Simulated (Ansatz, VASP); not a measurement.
K2ZrO2: VASP beside Ansatz

```xyz
5
Lattice="-1.9313 3.7789 5.4832 1.9313 -3.7789 5.4832 1.9313 3.7789 -5.4832" Properties=species:S:1:pos:R:3 pbc="T T T"
K     1.9313    0.0000    3.7606
K     0.0000    3.7789    1.7226
Zr    0.0000    0.0000    0.0000
O     0.0000    1.9384    0.0000
O     0.0000    5.6195    0.0000
```

Alike in both runs: task relaxation of cell and atoms; functional PBE; k mesh 6 × 6 × 6; occupations gaussian, width 0.1 eV; no spin polarisation.

|  | VASP | Ansatz |
| --- | --- | --- |
| version | VASP 6.6.1 | Ansatz 0.2.0 |
| potentials or method | VASP PAW PBE potentials, release 64 (K_sv, Zr_sv, O), cutoff 600 eV | scalar-relativistic, plane waves, PAW |
| valence electrons in the cell | 42 | 42 |

```tsv
	VASP	Ansatz	Ansatz less VASP
gap on the k mesh at the Fermi level, each at its own relaxed structure (eV)	none	none	-
relaxed volume (Å³/atom)	32.24	32.47	+0.232
relaxed cell length with the largest relative difference (Å)	6.948	6.942	-0.0054
```

A gap of «none» marks a metal or a gap that the smearing closes.
